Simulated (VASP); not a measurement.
Wanted: the native input for a VASP 6.6.1 run.

| Quantity | Value |
| --- | --- |
| Task | single point |
| Functional | PBE |
| Potentials or basis | VASP PAW PBE potentials, release 64 (Ca_sv, Mg, As) |
| Cutoff | 520 eV |
| k mesh | 10 × 10 × 4 |
| Occupations | gaussian, width 0.1 eV |
| Spin | no spin polarisation |
| Dipole correction | no |
| Further INCAR settings | ALGO = Normal; EDIFF = 1e-07; NBANDS = 24 |

The structure of Ca2MgAs2 lies in POSCAR:

```
Ca2MgAs2
1.0
    3.6024953867      0.0000000000      0.0000000000
    0.0000000000      3.6024953867      0.0000000000
    0.0000000000      0.0000000000     10.5398800092
Ca Mg As
2 1 2
Direct
    0.0000000000      0.0000000000      0.8098436408
    0.0000000000      0.0000000000      0.1901563592
    0.0000000000      0.0000000000      0.5000000000
    0.5000000000      0.5000000000      0.3433534123
    0.5000000000      0.5000000000      0.6566465877
```

The input as run:

INCAR

```
SYSTEM = Ca2MgAs2
PREC = Accurate ; ENCUT = 520
EDIFF = 1E-7 ; ISMEAR = 0
SIGMA = 0.1 ; LREAL = .FALSE.
LASPH = .TRUE. ; NELM = 100
ALGO = Normal ; ISIF = 2
LWAVE = .FALSE. ; LCHARG = .TRUE.
GGA = PE ; LELF = .TRUE.
LVHAR = .TRUE. ; NBANDS = 24
```

KPOINTS

```
regular mesh
0
G
  10 10 4
  0 0 0
```

Potentials or basis: VASP PAW PBE potentials, release 64 (Ca_sv, Mg, As).

Command:

```console
$ cat potpaw_PBE.64/Ca_sv/POTCAR potpaw_PBE.64/Mg/POTCAR potpaw_PBE.64/As/POTCAR > POTCAR
$ mpirun -np 1 vasp_std > vasp.out
```

Results of the run:

```yaml
Pressure: 0.1 GPa
Largest_force: 0.025 eV/Å
Band_gap_on_the_k_mesh: zero (band 16 reaches 3.74 eV, above the bottom of band 17 at 2.60 eV)
```

It took 4.3 min on 1 thread of Intel(R) Xeon(R) Platinum 8259CL CPU @ 2.50GHz (Skylake/Cascade Lake), on a shared host, peak memory 0.38 GiB.
